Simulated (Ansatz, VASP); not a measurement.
# One calculation of Si2W, two programs

INCAR

```
PREC     = Accurate       # precision mode
ENCUT    = 520            # plane-wave cutoff, eV
EDIFF    = 1E-6           # SCF threshold, eV
ISMEAR   = 0              # smearing method
SIGMA    = 0.03           # smearing width, eV
LREAL    = False          # projectors in reciprocal space
LASPH    = True           # aspherical terms in the spheres
NELM     = 60             # most SCF steps
ALGO     = Normal         # electronic algorithm
ISIF     = 2              # what is computed and relaxed
LWAVE    = False          # write WAVECAR
LCHARG   = False          # write CHGCAR
GGA      = PE             # functional
NBANDS   = 43             # bands
```

File KPOINTS:

```
regular mesh
0
Gamma
  9 9 6
```

The input POSCAR:

```
Si2W
1.0
    4.5900641255      0.0000000000      0.0000000000
   -2.2950320628      3.9751121377      0.0000000000
    0.0000000000      0.0000000000      6.7175588476
Si W
6 3
Direct
    0.8050634200      0.6101268399      0.5000000000
    0.1949365800      0.8050634200      0.8333333333
    0.6101268399      0.8050634200      0.1666666667
    0.1949365800      0.3898731601      0.5000000000
    0.8050634200      0.1949365800      0.8333333333
    0.3898731601      0.1949365800      0.1666666667
    0.0000000000      0.5000000000      0.1666666667
    0.5000000000      0.5000000000      0.8333333333
    0.5000000000      0.0000000000      0.5000000000
```

Input for Ansatz:

```yaml
crystal:
  lattice:
    - [4.5900641255, 0.0, 0.0]
    - [-2.2950320628, 3.9751121377, 0.0]
    - [0.0, 0.0, 6.7175588476]
  atoms:
    - { symbol: Si, position: [0.80506342, 0.6101268399, 0.5] }
    - { symbol: Si, position: [0.19493658, 0.80506342, 0.8333333333] }
    - { symbol: Si, position: [0.6101268399, 0.80506342, 0.1666666667] }
    - { symbol: Si, position: [0.19493658, 0.3898731601, 0.5] }
    - { symbol: Si, position: [0.80506342, 0.19493658, 0.8333333333] }
    - { symbol: Si, position: [0.3898731601, 0.19493658, 0.1666666667] }
    - { symbol: W, position: [0.0, 0.5, 0.1666666667] }
    - { symbol: W, position: [0.5, 0.5, 0.8333333333] }
    - { symbol: W, position: [0.5, 0.0, 0.5] }
basis:
  ecutwfc: 420
kpoints:
  mp_grid: { grid: [9, 9, 6] }
hamiltonian:
  xc: pbe
  pseudopotentials: { kind: paw, azcp: { folder: soft_1 } }
scf:
  occupations: { method: gaussian, width: 0.03 }
output:
  forces: true
  stress: true
  eigenvalues: true
```

Alike in both runs: task single point; functional PBE; k mesh 9 × 9 × 6; occupations gaussian, width 0.03 eV; no spin polarisation.

|  | VASP | Ansatz |
| --- | --- | --- |
| version | VASP 6.6.1 | Ansatz 0.2.0 |
| potentials or method | VASP PAW PBE potentials, release 64 (Si, W_sv), cutoff 520 eV | scalar-relativistic, plane waves, PAW |
| valence electrons in the cell | 66 | 66 |

Ansatz gave:

- gap on the k mesh at the Fermi level (eV): 0.43
- least direct gap on the mesh (eV): 0.76
- pressure (GPa): 9.4
- traceless stress, the component that is largest in VASP (GPa): -5.90
- rms of the force components (eV/Å): 1.710

Q: Estimate VASP's values.

A: gap on the k mesh at the Fermi level (eV): 0.43; least direct gap on the mesh (eV): 0.76; pressure (GPa): 9.4; traceless stress, the component that is largest in VASP (GPa): -5.86; rms of the force components (eV/Å): 1.710.

Atom by atom the forces differ by 0.000 eV/Å (rms over components). The functional is the same, so the differences come from potentials, cutoffs and numerics.

Spin-orbit coupling is off throughout.
